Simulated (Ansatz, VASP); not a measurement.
## BaTiO3 in VASP and in Ansatz

INCAR

```
ALGO = Normal
EDIFF = 1E-7
ENCUT = 520
GGA = PS
ISIF = 2
ISMEAR = 0
LASPH = T
LCHARG = T
LELF = T
LREAL = F
LVHAR = T
LWAVE = F
NBANDS = 28
NELM = 100
PREC = Accurate
SIGMA = 0.02
```

File KPOINTS:

```
k-points
0
Gamma
  6 6 6
```

Contents of POSCAR:

```
BaTiO3
1.0
    3.9855000000      0.0000000000      0.0000000000
    0.0000000000      2.8369000000      2.8451500000
    0.0000000000     -2.8369000000      2.8451500000
Ba Ti O
1 1 3
Direct
    0.0000000000      0.0000000000      0.0000000000
    0.5000000000      0.5124000000      0.5124000000
    0.0000000000      0.4874000000      0.4874000000
    0.5000000000      0.5052400000      0.9918400000
    0.5000000000      0.9918400000      0.5052400000
```

Input for Ansatz:

```yaml
crystal:
  lattice:
    - [3.9855, 0.0, 0.0]
    - [0.0, 2.8369, 2.84515]
    - [0.0, -2.8369, 2.84515]
  atoms:
    - { symbol: Ba, position: [0.0, 0.0, 0.0] }
    - { symbol: Ti, position: [0.5, 0.5124, 0.5124] }
    - { symbol: O, position: [0.0, 0.4874, 0.4874] }
    - { symbol: O, position: [0.5, 0.50524, 0.99184] }
    - { symbol: O, position: [0.5, 0.99184, 0.50524] }
basis:
  ecutwfc: 420.0
kpoints:
  mp_grid:
    grid: [6, 6, 6]
hamiltonian:
  xc: pbesol
scf:
  occupations:
    method: gaussian
    width: 0.02
output:
  stress: true
```

Alike in both runs: task single point; functional PBEsol; k mesh 6 × 6 × 6; occupations gaussian, width 0.02 eV; no spin polarisation.

|  | VASP | Ansatz |
| --- | --- | --- |
| version | VASP 6.6.1 | Ansatz 0.2.0 |
| potentials or method | VASP PAW PBE potentials, release 64 (Ba_sv, Ti_sv, O), cutoff 520 eV | plane waves, PAW |
| valence electrons in the cell | 40 | 40 |

```csv
,VASP,Ansatz,Ansatz less VASP
pressure (GPa),-2.1,-3.9,-1.82
"traceless stress, the component that is largest in VASP (GPa)",-0.37,-0.37,-0.006
```

VASP's potentials were made for PBE, not for PBEsol.

Spin-orbit coupling is off throughout.
